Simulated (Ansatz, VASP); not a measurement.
# Two plane-wave programs on Ga2O3

```
Ga O
1.0
     5.05795    2.92021    9.08262
    -5.05795    2.92021    9.08262
     0.00000   -5.84042    9.08262
Ga O
32 48
Direct
  0.42789 0.42789 0.42789
  0.32211 0.32211 0.32211
  0.07211 0.07211 0.07211
  0.17789 0.17789 0.17789
  0.42789 0.42789 0.92789
  0.32211 0.32211 0.82211
  0.07211 0.07211 0.57211
  0.17789 0.17789 0.67789
  0.42789 0.92789 0.42789
  0.32211 0.82211 0.32211
  0.07211 0.57211 0.07211
  0.17789 0.67789 0.17789
  0.42789 0.92789 0.92789
  0.32211 0.82211 0.82211
  0.07211 0.57211 0.57211
  0.17789 0.67789 0.67789
  0.92789 0.42789 0.42789
  0.82211 0.32211 0.32211
  0.57211 0.07211 0.07211
  0.67789 0.17789 0.17789
  0.92789 0.42789 0.92789
  0.82211 0.32211 0.82211
  0.57211 0.07211 0.57211
  0.67789 0.17789 0.67789
  0.92789 0.92789 0.42789
  0.82211 0.82211 0.32211
  0.57211 0.57211 0.07211
  0.67789 0.67789 0.17789
  0.92789 0.92789 0.92789
  0.82211 0.82211 0.82211
  0.57211 0.57211 0.57211
  0.67789 0.67789 0.67789
  0.37500 0.22312 0.02688
  0.22312 0.02688 0.37500
  0.02688 0.37500 0.22312
  0.12500 0.27688 0.47312
  0.47312 0.12500 0.27688
  0.27688 0.47312 0.12500
  0.37500 0.22312 0.52688
  0.22312 0.02688 0.87500
  0.02688 0.37500 0.72312
  0.12500 0.27688 0.97312
  0.47312 0.12500 0.77688
  0.27688 0.47312 0.62500
  0.37500 0.72312 0.02688
  0.22312 0.52688 0.37500
  0.02688 0.87500 0.22312
  0.12500 0.77688 0.47312
  0.47312 0.62500 0.27688
  0.27688 0.97312 0.12500
  0.37500 0.72312 0.52688
  0.22312 0.52688 0.87500
  0.02688 0.87500 0.72312
  0.12500 0.77688 0.97312
  0.47312 0.62500 0.77688
  0.27688 0.97312 0.62500
  0.87500 0.22312 0.02688
  0.72312 0.02688 0.37500
  0.52688 0.37500 0.22312
  0.62500 0.27688 0.47312
  0.97312 0.12500 0.27688
  0.77688 0.47312 0.12500
  0.87500 0.22312 0.52688
  0.72312 0.02688 0.87500
  0.52688 0.37500 0.72312
  0.62500 0.27688 0.97312
  0.97312 0.12500 0.77688
  0.77688 0.47312 0.62500
  0.87500 0.72312 0.02688
  0.72312 0.52688 0.37500
  0.52688 0.87500 0.22312
  0.62500 0.77688 0.47312
  0.97312 0.62500 0.27688
  0.77688 0.97312 0.12500
  0.87500 0.72312 0.52688
  0.72312 0.52688 0.87500
  0.52688 0.87500 0.72312
  0.62500 0.77688 0.97312
  0.97312 0.62500 0.77688
  0.77688 0.97312 0.62500
```

Alike in both runs: functional PBE; k mesh 1 × 1 × 1; occupations fermi-dirac, width 0.01 eV; no spin polarisation.

Ansatz relaxed the structure, and its values are those at the end. VASP's run is a single point on that final structure, the one shown.

|  | VASP | Ansatz |
| --- | --- | --- |
| version | VASP 6.6.1 | Ansatz 0.2.0 |
| potentials or method | VASP PAW PBE potentials, release 64 (Ga_d, O), cutoff 520 eV | plane-wave PAW DFT |
| valence electrons in the cell | 704 | 704 |

|  | VASP | Ansatz | Ansatz less VASP |
| --- | --- | --- | --- |
| rms of the force components (eV/Å) | 0.004 | 0.000 | -0.0040 |

The k mesh is coarse, so the values compare programs but aren't converged.
